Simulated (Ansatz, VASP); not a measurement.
Al2O3: VASP beside Ansatz

INCAR

```
SYSTEM = Al2O3
  PREC = Accurate
  ENCUT = 600
  EDIFF = 1E-6
  ISMEAR = -1
  SIGMA = 0.05
  LREAL = .False.
  LASPH = .True.
  NELM = 120
  ALGO = Normal
  ISIF = 2
  LWAVE = .False.
  LCHARG = .False.
  GGA = LIBXC
  LIBXC1 = GGA_X_B88
  LIBXC2 = GGA_C_PBE
  NBANDS = 35
  GGA_COMPAT = .False.
```

The input KPOINTS:

```
Automatic mesh
0
Gamma
  7 7 7
  0 0 0
```

The input POSCAR:

```
Al2O3
1.0
    2.3960137044      1.3833391572      4.3605553615
   -2.3960137044      1.3833391572      4.3605553615
    0.0000000000     -2.7666783145      4.3605553615
Al O
4 6
Direct
    0.8521600000      0.8521600000      0.8521600000
    0.6478400000      0.6478400000      0.6478400000
    0.1478400000      0.1478400000      0.1478400000
    0.3521600000      0.3521600000      0.3521600000
    0.0566800000      0.7500000000      0.4433200000
    0.7500000000      0.4433200000      0.0566800000
    0.4433200000      0.0566800000      0.7500000000
    0.9433200000      0.2500000000      0.5566800000
    0.2500000000      0.5566800000      0.9433200000
    0.5566800000      0.9433200000      0.2500000000
```

The input input.yaml:

```yaml
crystal:
  lattice:
    - [2.3960137044, 1.3833391572, 4.3605553615]
    - [-2.3960137044, 1.3833391572, 4.3605553615]
    - [0.0, -2.7666783145, 4.3605553615]
  atoms:
    - { symbol: Al, position: [0.85216, 0.85216, 0.85216] }
    - { symbol: Al, position: [0.64784, 0.64784, 0.64784] }
    - { symbol: Al, position: [0.14784, 0.14784, 0.14784] }
    - { symbol: Al, position: [0.35216, 0.35216, 0.35216] }
    - { symbol: O, position: [0.05668, 0.75, 0.44332] }
    - { symbol: O, position: [0.75, 0.44332, 0.05668] }
    - { symbol: O, position: [0.44332, 0.05668, 0.75] }
    - { symbol: O, position: [0.94332, 0.25, 0.55668] }
    - { symbol: O, position: [0.25, 0.55668, 0.94332] }
    - { symbol: O, position: [0.55668, 0.94332, 0.25] }
hamiltonian:
  xc: { exchange: b88, correlation: pbe }
  pseudopotentials: { kind: paw }
kpoints:
  mp_grid: { grid: [7, 7, 7] }
scf:
  occupations: { method: fermi_dirac, width: 0.05 }
output:
  forces: true
  stress: true
  eigenvalues: true
```

Alike in both runs: task single point; functional b88 exchange, pbe correlation; k mesh 7 × 7 × 7; occupations fermi-dirac, width 0.05 eV; no spin polarisation.

|  | VASP | Ansatz |
| --- | --- | --- |
| version | VASP 6.6.1 | Ansatz 0.2.0 |
| potentials or method | VASP PAW PBE potentials, release 64 (Al, O) | Ansatz PAW |
| plane-wave cutoff (eV) | 600 | 420 |
| valence electrons in the cell | 48 | 48 |

VASP gave:

```
gap on the k mesh at the Fermi level (eV)                     : 6.01
least direct gap on the mesh (eV)                             : 6.01
pressure (GPa)                                                : 1.8
traceless stress, the component that is largest in VASP (GPa) : -0.15
rms of the force components (eV/Å)                            : 0.024
```

Task: What did Ansatz give for the same quantities?

Result: gap on the k mesh at the Fermi level (eV): 6.01; least direct gap on the mesh (eV): 6.01; pressure (GPa): 2.4; traceless stress, the component that is largest in VASP (GPa): -0.12; rms of the force components (eV/Å): 0.022.

VASP's potentials were made for PBE, not for b88 exchange, pbe correlation. Atom by atom the forces differ by 0.002 eV/Å (rms over components). With one functional, cell and mesh, what is left measures potentials, basis and numerics.

Noted on Ansatz's run: odd divisions of the mesh miss points on the zone boundary, where band edges often lie, so the gap on the mesh can be too wide.
